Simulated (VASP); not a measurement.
# TiAl (P4/mmm) in VASP: notebook, part 2 of 2

VASP 6.6.1.

## Step 4: Single point, PBEsol (16.98 Å³/atom)

This run uses another cell than the first one, of 16.98 Å³/atom.

File INCAR:

```
  ALGO = Fast
  EDIFF = 1E-7
  ENCUT = 520
  GGA = PS
  ISIF = 2
  ISMEAR = 0
  LASPH = True
  LCHARG = True
  LELF = True
  LREAL = False
  LVHAR = True
  LWAVE = False
  NBANDS = 14
  NELM = 60
  PREC = Accurate
  SIGMA = 0.15
```

File KPOINTS:

```
k-points
0
Gamma
  16 16 16
```

File POSCAR:

```
TiAl
1.0
    3.1639056615      0.0000000000      0.0000000000
    0.0000000000      3.1639056615      0.0000000000
    0.0000000000      0.0000000000      3.3917068692
Ti Al
1 1
Direct
    0.0000000000      0.0000000000      0.0000000000
    0.5000000000      0.5000000000      0.5000000000
```

Potentials or basis: VASP PAW PBE potentials, release 64 (Ti_sv, Al).

On the command line:

```console
$ cat potpaw_PBE.64/Ti_sv/POTCAR potpaw_PBE.64/Al/POTCAR > POTCAR
$ mpirun -np 1 vasp_std > vasp.out
```

OUTCAR:

```text
EDIFF = 1E-7
   ENCUT = 520
   GGA = PS
   ISIF = 2
   ISMEAR = 0
   LASPH = True
   LREAL = False
   NELM = 60
   PREC = Accurate

 ion  position               nearest neighbor table
   1  0.000  0.000  0.000-   2 2.81   2 2.81   2 2.81   2 2.81   2 2.81   2 2.81   2 2.81   2 2.81

   2  0.500  0.500  0.500-   1 2.81   1 2.81   1 2.81   1 2.81   1 2.81   1 2.81   1 2.81   1 2.81

  LATTYP: Found a simple tetragonal cell.
 ALAT       =     3.1639056615
 C/A-ratio  =     1.0720000000

[... 600 lines left out ...]

  FORCE on cell =-STRESS in cart. coord.  units (eV):
  Direction    XX          YY          ZZ          XY          YZ          ZX
  --------------------------------------------------------------------------------------
  -------------------------------------------------------------------------------------
  Total       -1.9809243     -1.9809243     -0.9067595      0.0000000      0.0000000      0.0000000
  in kB      -93.4787916    -93.4787916    -42.7895103      0.0000000      0.0000000      0.0000000
  external PRESSURE =     -76.5823645 kB  Pullay stress =       0.0000000 kB

 VOLUME and BASIS-vectors are now :
 -----------------------------------------------------------------------------
  energy-cutoff  :      520.00
  volume of cell :       33.95
      direct lattice vectors                 reciprocal lattice vectors
     3.163905661  0.000000000  0.000000000     0.316065050  0.000000000  0.000000000
     0.000000000  3.163905661  0.000000000     0.000000000  0.316065050  0.000000000
     0.000000000  0.000000000  3.391706869     0.000000000  0.000000000  0.294836800

 POSITION                                       TOTAL-FORCE (eV/Angst)
 -----------------------------------------------------------------------------------
      0.00000      0.00000      0.00000         0.000000      0.000000      0.000000
      1.58195      1.58195      1.69585         0.000000      0.000000      0.000000
 -----------------------------------------------------------------------------------
    total drift:                                0.000000      0.000000      0.000000

  FREE ENERGIE OF THE ION-ELECTRON SYSTEM (eV)
  ---------------------------------------------------
  free  energy   TOTEN  =       -12.9423790405 eV

  energy  without entropy=      -12.9106803400  energy(sigma->0) =      -12.92652969
```

OSZICAR:

```text
N       E                     dE             d eps       ncg     rms          rms(c)
DAV:   1     0.985143042030E+02    0.98514E+02   -0.70717E+03 11346   0.107E+03
DAV:   2    -0.906244797468E+01   -0.10758E+03   -0.10381E+03 11718   0.298E+02
DAV:   3    -0.146132429044E+02   -0.55508E+01   -0.53736E+01 17468   0.646E+01
[... 25 lines left out ...]
RMM:  29    -0.129423783108E+02   -0.22290E-06   -0.24211E-06  9699   0.451E-03    0.830E-05
RMM:  30    -0.129423787345E+02   -0.42372E-06   -0.45667E-06  9179   0.408E-03    0.148E-04
RMM:  31    -0.129423788927E+02   -0.15822E-06   -0.16094E-06  8830   0.367E-03    0.166E-04
RMM:  32    -0.129423789924E+02   -0.99682E-07   -0.12845E-06  8798   0.334E-03    0.310E-04
RMM:  33    -0.129423790405E+02   -0.48087E-07   -0.77385E-07  8491   0.307E-03
   1 F= -.12942379E+02 E0= -.12926530E+02  d E =-.316987E-01
```

Run time: 7.4 min. Hardware: 1 thread of Intel Xeon 8259CL, shared host; peak memory 0.32 GiB.

Results:

- Free energy: -12.9424 eV
- Pressure: -7.7 GPa
- Band gap on the k mesh: zero (an odd number of electrons rules out a gap without spin polarisation)

Stress tensor (GPa, compression positive):
```
-9.35  0.00  0.00
 0.00 -9.35  0.00
 0.00  0.00 -4.28
```

Levels at points of the mesh, in eV from the Fermi level:
```csv
k point,band 6,band 7,band 8,band 9,band 10,band 11
"(0.00, 0.00, 0.00)",-1.36,-1.19,1.63,1.63,1.93,3.05
"(0.50, 0.00, 0.00)",-4.93,-0.41,-0.31,0.43,1.85,3.06
"(0.50, 0.50, 0.00)",-1.79,-1.79,-1.25,0.39,0.39,2.79
"(0.00, 0.00, 0.50)",-5.08,-0.55,0.39,0.39,2.05,2.33
"(0.50, 0.00, 0.50)",-2.30,-1.94,-1.41,0.82,0.94,2.43
"(0.50, 0.50, 0.50)",-2.87,-2.86,0.43,2.48,2.66,2.82
```

Caveat: the cell stands under tension; the PAW data sets were made with another functional, which shifts forces and pressure a little.

## Step 5: Single point, PBEsol (16.98 Å³/atom)

This run uses another cell than the first one, of 16.98 Å³/atom.

File INCAR:

```
PREC = Accurate
ENCUT = 520
EDIFF = 1E-6
ISMEAR = 0
SIGMA = 0.15
LREAL = F
LASPH = T
NELM = 60
ALGO = Fast
ISIF = 2
LWAVE = F
LCHARG = F
GGA = PS
NBANDS = 14
```

File KPOINTS:

```
Automatic mesh
0
Gamma
  16 16 16
```

File POSCAR:

```
TiAl
1.0
    3.3140491236      0.0000000000      0.0000000000
    0.0000000000      3.3140491236      0.0000000000
    0.0000000000      0.0000000000      3.0913450225
Ti Al
1 1
Direct
    0.0000000000      0.0000000000      0.0000000000
    0.5000000000      0.5000000000      0.5000000000
```

On the command line:

```console
$ cat potpaw_PBE.64/Ti_sv/POTCAR potpaw_PBE.64/Al/POTCAR > POTCAR
$ mpirun -np 1 vasp_std > vasp.out
```

It took 5.9 min on 1 thread of Intel Xeon 8259CL, shared host; peak memory 0.31 GiB.

Results (log left out):

| Quantity | Value |
| --- | --- |
| Free energy | -12.9297 eV |
| Pressure | -7.6 GPa |
| Band gap on the k mesh | zero (an odd number of electrons rules out a gap without spin polarisation) |

Stress tensor (GPa, compression positive):
```
-6.95  0.00  0.00
 0.00 -6.95  0.00
 0.00  0.00 -8.81
```

Levels at points of the mesh, in eV from the Fermi level:
| k point | band 5 | band 6 | band 7 | band 8 | band 9 | band 10 | band 11 | band 12 |
| --- | --- | --- | --- | --- | --- | --- | --- | --- |
| (0.00, 0.00, 0.00) | -8.98 | -1.36 | -1.22 | 1.48 | 1.83 | 1.83 | 3.60 | 3.60 |
| (0.50, 0.00, 0.00) | -6.10 | -5.05 | -0.53 | -0.12 | 0.65 | 1.98 | 2.57 | 6.43 |
| (0.50, 0.50, 0.00) | -5.12 | -2.25 | -2.25 | -1.49 | 1.04 | 1.04 | 2.40 | 3.94 |
| (0.00, 0.00, 0.50) | -5.45 | -4.87 | -0.34 | -0.06 | -0.06 | 1.75 | 3.29 | 6.50 |
| (0.50, 0.00, 0.50) | -4.66 | -2.09 | -1.71 | -1.30 | 0.46 | 0.61 | 2.62 | 4.43 |
| (0.50, 0.50, 0.50) | -2.89 | -2.87 | -2.87 | 0.42 | 2.50 | 2.74 | 2.74 | 2.79 |

Caveat: the cell stands under tension; the PAW data sets were made with another functional, which shifts forces and pressure a little.

## Step 6: Summary

| cell | further INCAR settings | gap on the mesh (eV) | pressure (GPa) |
| --- | --- | --- | --- |
| a = 3.028, b = 3.028, c = 3.246 Å, 2 atoms | ALGO = Fast; EDIFF = 1e-06; NBANDS = 14 | none | 7.3 |
| a = 3.287, b = 3.287, c = 3.066 Å, 2 atoms | ALGO = Fast; EDIFF = 1e-06; NBANDS = 14 | none | -5.3 |
| a = 3.164, b = 3.164, c = 3.392 Å, 2 atoms | ALGO = Fast; EDIFF = 1e-07; NBANDS = 14 | none | -7.7 |
| a = 3.314, b = 3.314, c = 3.091 Å, 2 atoms | ALGO = Fast; EDIFF = 1e-06; NBANDS = 14 | none | -7.6 |

Alike in all rows: task single point; level PBEsol; potentials or basis VASP PAW PBE potentials, release 64 (Ti_sv, Al); no spin polarisation; k mesh 16 × 16 × 16; cutoff (eV) 520; smearing gaussian 0.15 eV.

Caveats: the PAW data sets were made with another functional, which shifts forces and pressure a little; the cell stands under tension (at least some runs); the cell stands under pressure (at least some runs).

Absolute energies hang on the potentials; compare differences alone.
